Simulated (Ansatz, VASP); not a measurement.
# NaHF2: VASP beside Ansatz

POSCAR

```
NaHF2
1.0
    1.7284452171      0.9979183114      4.6388706988
   -1.7284452171      0.9979183114      4.6388706988
    0.0000000000     -1.9958366228      4.6388706988
Na H F
1 1 2
Direct
    0.0000000000      0.0000000000      0.0000000000
    0.5000000000      0.5000000000      0.5000000000
    0.4100000000      0.4100000000      0.4100000000
    0.5900000000      0.5900000000      0.5900000000
```

INCAR.step1

```
  ALGO = Normal
  EDIFF = 1E-4
  ENCUT = 520
  GGA = PE
  ISMEAR = 0
  LASPH = T
  LCHARG = F
  LREAL = F
  LWAVE = T
  NBANDS = 19
  NELM = 60
  PREC = Accurate
  SIGMA = 0.05
```

The input INCAR.step2:

```
  ALGO = Normal
  EDIFF = 1E-6
  ENCUT = 520
  ISIF = 2
  ISMEAR = 0
  ISTART = 1
  LASPH = T
  LCHARG = F
  LMIXTAU = T
  LREAL = F
  LWAVE = F
  METAGGA = R2SCAN
  NBANDS = 19
  NELM = 60
  PREC = Accurate
  SIGMA = 0.05
```

Contents of KPOINTS:

```
k-points
0
Gamma
  12 12 12
```

Input for Ansatz:

```yaml
crystal:
  lattice:
    - [1.7284452171, 0.9979183114, 4.6388706988]
    - [-1.7284452171, 0.9979183114, 4.6388706988]
    - [0.0, -1.9958366228, 4.6388706988]
  atoms:
    - { symbol: Na, position: [0.0, 0.0, 0.0] }
    - { symbol: H, position: [0.5, 0.5, 0.5] }
    - { symbol: F, position: [0.41, 0.41, 0.41] }
    - { symbol: F, position: [0.59, 0.59, 0.59] }
basis:
  ecutwfc: 500
kpoints:
  mp_grid: { grid: [12, 12, 12] }
hamiltonian:
  xc: r2scan
scf:
  occupations: { method: gaussian, width: 0.05 }
output:
  forces: true
  stress: true
  eigenvalues: true
```

Alike in both runs: task single point; functional r2SCAN; k mesh 12 × 12 × 12; occupations gaussian, width 0.05 eV; no spin polarisation.

|  | VASP | Ansatz |
| --- | --- | --- |
| version | VASP 6.6.1 | Ansatz 0.2.0 |
| potentials or method | VASP PAW PBE potentials, release 64 (Na_pv, H, F), cutoff 520 eV | scalar-relativistic, plane waves, PAW |
| valence electrons in the cell | 22 | 24 |

|  | VASP | Ansatz | Ansatz less VASP |
| --- | --- | --- | --- |
| gap on the k mesh at the Fermi level (eV) | 7.39 | 7.40 | +0.008 |
| least direct gap on the mesh (eV) | 7.59 | 7.59 | -0.004 |
| pressure (GPa) | -5.7 | -5.3 | +0.39 |
| traceless stress, the component that is largest in VASP (GPa) | -11.57 | -12.05 | -0.478 |
| rms of the force components (eV/Å) | 0.975 | 1.003 | +0.0277 |

VASP's potentials were made for PBE, not for r2SCAN. Atom by atom the forces differ by 0.028 eV/Å (rms over components). VASP's potentials hold 22 valence electrons a cell and Ansatz's 24, so a difference there can come from the potentials and not from the codes.
